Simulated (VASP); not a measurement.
Input of a VASP 6.6.1 run:

INCAR

```
  PREC = Accurate
  ENCUT = 520
  EDIFF = 1E-6
  ISMEAR = 0
  SIGMA = 0.1
  LREAL = F
  LASPH = T
  NELM = 60
  ALGO = Normal
  ISIF = 2
  LWAVE = F
  LCHARG = T
  GGA = PE
  LELF = T
  LVHAR = T
  NBANDS = 30
```

The input KPOINTS:

```
Automatic mesh
0
Gamma
  6 6 2
```

Contents of POSCAR:

```
Ge2Sb2Se
1.0
    4.4171871200      0.0000000000      0.0000000000
   -2.2085935600      3.8253962600      0.0000000000
    0.0000000000      0.0000000000      7.9581950500
Ge Sb Se
2 2 1
Direct
    0.0000000000      0.0000000000      0.2795328700
    0.0000000000      0.0000000000      0.7204671300
    0.3333333300      0.6666666700      0.1966173100
    0.6666666700      0.3333333300      0.8033826900
    0.0000000000      0.0000000000      0.5000000000
```

Potentials or basis: VASP PAW PBE potentials, release 64 (Ge_d, Sb, Se).

Run with:

```sh
$ cat potpaw_PBE.64/Ge_d/POTCAR potpaw_PBE.64/Sb/POTCAR potpaw_PBE.64/Se/POTCAR > POTCAR
$ mpirun -np 1 vasp_std > vasp.out
```

Problem. Estimate the largest force.

Solution. 23.466 eV/Å.

Problem. Predict the pressure.

Solution. 41.6 GPa.

Forces on the atoms (eV/Å):
```
Ge    0.000   0.000 -23.466
Ge    0.000   0.000  23.466
Sb    0.000   0.000  -2.574
Sb    0.000   0.000   2.574
Se    0.000   0.000   0.000
```

Caveat: the k points lie up to 0.39 Å⁻¹ apart; this functional lacks dispersion, which binds the layers, so the pressure and a relaxed spacing across them are unreliable; forces of over 1 eV/Å act on the atoms, so gaps and moduli don't describe the material at rest.
